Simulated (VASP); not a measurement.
# CeO (F-43m) in VASP: single point with PBEsol

Aim: the single point of CeO with PBEsol.

Everything below comes from runs of VASP 6.6.1. Logs are shortened: lines on timing, memory, paths and dates and some standing lists are left out, and cuts for length are marked.

**1. The cell of the first run**

The structure is cubic, space group F-43m (No. 216). Conventional cell: a = 5.416 Å, b = 5.416 Å, c = 5.416 Å, α = 90.00°, β = 90.00°, γ = 90.00°. Within 3.1 Å of Ce (site symmetry -43m) lie 4 O at 2.35 Å. O (site symmetry -43m) has 4 Ce at 2.35 Å within 3.1 Å.

**2. Single point, PBEsol, collinear spin, ferromagnetic start**

File POSCAR:

```
CeO
1.0
    0.0000000000      2.7078965508      2.7078965508
    2.7078965508      0.0000000000      2.7078965508
    2.7078965508      2.7078965508      0.0000000000
Ce O
1 1
Direct
    0.0000000000      0.0000000000      0.0000000000
    0.2500000000      0.2500000000      0.2500000000
```

File INCAR.step1:

```
SYSTEM = CeO
ALGO = Normal
EDIFF = 1E-6
ENCUT = 520
GGA = PS
ISIF = 2
ISMEAR = 0
ISPIN = 2
LASPH = .TRUE.
LCHARG = .TRUE.
LMAXMIX = 6
LREAL = .FALSE.
LWAVE = .FALSE.
MAGMOM = 1.1 0
NBANDS = 20
NELM = 150
PREC = Accurate
SIGMA = 0.05
```

File KPOINTS.step1:

```
k-points
0
G
  10 10 10
  0 0 0
```

File INCAR.step2:

```
SYSTEM = CeO
ALGO = Normal
EDIFF = 1E-6
ENCUT = 520
GGA = PS
ICHARG = 11
ISIF = 2
ISMEAR = -5
ISPIN = 2
LASPH = .TRUE.
LCHARG = .FALSE.
LMAXMIX = 6
LORBIT = 10
LREAL = .FALSE.
LWAVE = .FALSE.
MAGMOM = 1.1 0
NBANDS = 20
NEDOS = 1001
NELM = 150
PREC = Accurate
SIGMA = 0.05
```

File KPOINTS.step2:

```
k-points
0
G
  15 15 15
  0 0 0
```

Potentials or basis: VASP PAW PBE potentials, release 64 (Ce, O).

Command:

```bash
> cat potpaw_PBE.64/Ce/POTCAR potpaw_PBE.64/O/POTCAR > POTCAR
> cp INCAR.step1 INCAR
> cp KPOINTS.step1 KPOINTS
> mpirun -np 1 vasp_std > vasp.out
> cp INCAR.step2 INCAR
> cp KPOINTS.step2 KPOINTS
> mpirun -np 1 vasp_std > vasp.out
```

OUTCAR:

```text
SYSTEM = CeO
   EDIFF = 1E-6
   ENCUT = 520
   GGA = PS
   ICHARG = 11
   ISIF = 2
   ISMEAR = -5
   ISPIN = 2
   LASPH = .TRUE.
   LORBIT = 10
   LREAL = .FALSE.
   NELM = 150
   PREC = Accurate

 ion  position               nearest neighbor table
   1  0.000  0.000  0.000-   2 2.35   2 2.35   2 2.35   2 2.35
   2  0.250  0.250  0.250-   1 2.35   1 2.35   1 2.35   1 2.35

  LATTYP: Found a face centered cubic cell.
 ALAT       =     5.4157931016

  Lattice vectors:

 A1 = (   0.0000000000,   2.7078965508,   2.7078965508)
 A2 = (   2.7078965508,   0.0000000000,   2.7078965508)
 A3 = (   2.7078965508,   2.7078965508,   0.0000000000)

Analysis of symmetry for initial positions (statically):
=====================================================================
 Subroutine PRICEL returns:
 Original cell was already a primitive cell.

 Routine SETGRP: Setting up the symmetry group for a
 face centered cubic supercell.

 Subroutine GETGRP returns: Found 24 space group operations
 (whereof 24 operations were pure point group operations)
 out of a pool of 48 trial point group operations.

The static configuration has the point symmetry T_d .

Analysis of symmetry for dynamics (positions and initial velocities):
=====================================================================
 Subroutine PRICEL returns:
 Original cell was already a primitive cell.

 Routine SETGRP: Setting up the symmetry group for a
 face centered cubic supercell.

 Subroutine GETGRP returns: Found 24 space group operations
 (whereof 24 operations were pure point group operations)
 out of a pool of 48 trial point group operations.

The dynamic configuration has the point symmetry T_d .

Analysis of structural, dynamic, and magnetic symmetry:
=====================================================================
 Subroutine PRICEL returns:
 Original cell was already a primitive cell.

 Routine SETGRP: Setting up the symmetry group for a
 face centered cubic supercell.

 Subroutine GETGRP returns: Found 24 space group operations
 (whereof 24 operations were pure point group operations)
 out of a pool of 48 trial point group operations.

The overall configuration has the point symmetry T_d .

 Subroutine INISYM returns: Found 24 space group operations
 (whereof 24 operations are pure point group operations),
 and found     1 'primitive' translations

----------------------------------------------------------------------------------------
[... 118 lines left out ...]
  Thomas-Fermi vector in A             =   2.391199
   LORBIT       =     10    0 simple, 1 ext, 2 COOP (PROOUT), +10 PAW based schemes
   GGA     = PS    functional components
   LHFCALC =     F    Hartree Fock is set to
   AEXX    =    0.0000 exact exchange contribution
   IVDW    =     0    specifies the selected vdW correction
   LEPSILON=     F    determine dielectric tensor
   LRPA    =     F    only Hartree local field effects (RPA)
 spin polarized calculation
 Fermi weights with tetrahedron method with Bloechl corrections
  energy-cutoff  :      520.00
  volume of cell :       39.71
 maximum number of plane-waves:      1080

 number of electron      17.9999996 magnetization       1.8851413

 Free energy of the ion-electron system (eV)
  ---------------------------------------------------
  ext. energy  EPLUGINS =         0.00000000
  ---------------------------------------------------
  free energy    TOTEN  =       -17.00629237 eV

  energy without entropy =      -17.00629237  energy(sigma->0) =      -17.00629237

 E-fermi :   7.4424     XC(G=0): -10.4297

 val. band max:        7.4503450771   @ k =   0.3333   0.0000   0.0000
 cond. band min:       7.4522661979   @ k =   0.2000   0.0667   0.0000
 fundamental gap:      0.0019211208
 Fermi energy:         7.4424211869

 spin component 1

 k-point     1 :       0.0000    0.0000    0.0000
  band No.  band energies     occupation
      1     -27.7194      1.00000
      2     -11.8124      1.00000
      3     -10.0601      1.00000
      4     -10.0601      1.00000
      5     -10.0601      1.00000
      6       1.3787      1.00000
[... 541 lines left out ...]
     19      12.2978      0.00000
     20      12.7638      0.00000

 [... further k-points ...]

 spin component 2

 k-point     1 :       0.0000    0.0000    0.0000
  band No.  band energies     occupation
      1     -27.1175      1.00000
      2     -11.7771      1.00000
      3      -9.4967      1.00000
      4      -9.4967      1.00000
      5      -9.4967      1.00000
      6       1.5302      1.00000
[... 541 lines left out ...]
     19      13.0062      0.00000
     20      13.4496      0.00000

 [... further k-points ...]

------------------------ aborting loop because EDIFF is reached ----------------------------------------

  FORCE on cell =-STRESS in cart. coord.  units (eV):
  Direction    XX          YY          ZZ          XY          YZ          ZX
  --------------------------------------------------------------------------------------
  -------------------------------------------------------------------------------------
  Total        0.1826421      0.1826421      0.1826421      0.0000000      0.0000000      0.0000000
  in kB        7.3686035      7.3686035      7.3686035      0.0000000      0.0000000      0.0000000
  external PRESSURE =       7.3686035 kB  Pullay stress =       0.0000000 kB

 VOLUME and BASIS-vectors are now :
 -----------------------------------------------------------------------------
  energy-cutoff  :      520.00
  volume of cell :       39.71
      direct lattice vectors                 reciprocal lattice vectors
     0.000000000  2.707896551  2.707896551    -0.184645163  0.184645163  0.184645163
     2.707896551  0.000000000  2.707896551     0.184645163 -0.184645163  0.184645163
     2.707896551  2.707896551  0.000000000     0.184645163  0.184645163 -0.184645163

 POSITION                                       TOTAL-FORCE (eV/Angst)
 -----------------------------------------------------------------------------------
      0.00000      0.00000      0.00000        -0.000000     -0.000000     -0.000000
      1.35395      1.35395      1.35395         0.000000      0.000000      0.000000
 -----------------------------------------------------------------------------------
    total drift:                                0.000000      0.000000      0.000000

  FREE ENERGIE OF THE ION-ELECTRON SYSTEM (eV)
  ---------------------------------------------------
  free  energy   TOTEN  =       -17.0062923690 eV

  energy  without entropy=      -17.0062923690  energy(sigma->0) =      -17.00629237

 total charge

# of ion       s       p       d       f       tot
--------------------------------------------------
    1        2.040   5.714   0.806   1.174   9.734
    2        1.569   3.427   0.000   0.000   4.996
--------------------------------------------------
tot          3.609   9.141   0.806   1.174  14.730

 magnetization (x)

# of ion       s       p       d       f       tot
--------------------------------------------------
    1        0.016   0.026   0.257   0.964   1.262
    2        0.001  -0.009   0.000   0.000  -0.007
--------------------------------------------------
tot          0.017   0.017   0.257   0.964   1.255
```

OUTCAR.step1:

```text
SYSTEM = CeO
   EDIFF = 1E-6
   ENCUT = 520
   GGA = PS
   ISIF = 2
   ISMEAR = 0
[... 1347 lines left out ...]
      0.00000      0.00000      0.00000        -0.000000     -0.000000     -0.000000
      1.35395      1.35395      1.35395         0.000000      0.000000      0.000000
 -----------------------------------------------------------------------------------
    total drift:                                0.000000      0.000000      0.000000

  FREE ENERGIE OF THE ION-ELECTRON SYSTEM (eV)
  ---------------------------------------------------
  free  energy   TOTEN  =       -17.0071275800 eV

  energy  without entropy=      -17.0055734983  energy(sigma->0) =      -17.00635054
```

It took 5.5 min on 1 thread of Oxide Virtual Turin-like, shared host; peak memory 0.26 GiB.

Results:

| Quantity | Value |
| --- | --- |
| Net moment | 1.89 μB per cell |
| Site moments | Ce +1.26; O -0.01 μB |
| Valence electrons inside the program's atomic spheres | Ce 9.73; O 5.00 |

Levels at points of the mesh, in eV from the Fermi level:
Spin up:
| k point | band 8 | band 9 | band 10 | band 11 | band 12 | band 13 |
| --- | --- | --- | --- | --- | --- | --- |
| (0.00, 0.00, 0.00) | -6.06 | -2.33 | 0.11 | 0.11 | 0.11 | 0.66 |
Spin down:
| k point | band 4 | band 5 | band 6 | band 7 | band 8 | band 9 | band 10 | band 11 | band 12 | band 13 |
| --- | --- | --- | --- | --- | --- | --- | --- | --- | --- | --- |
| (0.00, 0.00, 0.00) | -16.94 | -16.94 | -5.91 | -5.91 | -5.91 | -0.83 | 0.93 | 0.93 | 0.93 | 1.14 |

Caveat: the magnetic or orbital state may not be the lowest; the PAW data sets were made with another functional, which shifts forces and pressure a little; spin-orbit coupling is left out, which moves the levels of the heavy elements; semilocal functionals describe open f shells poorly, which spoils levels, moments and volumes. The state reached can hang on the start; a lower one may exist.
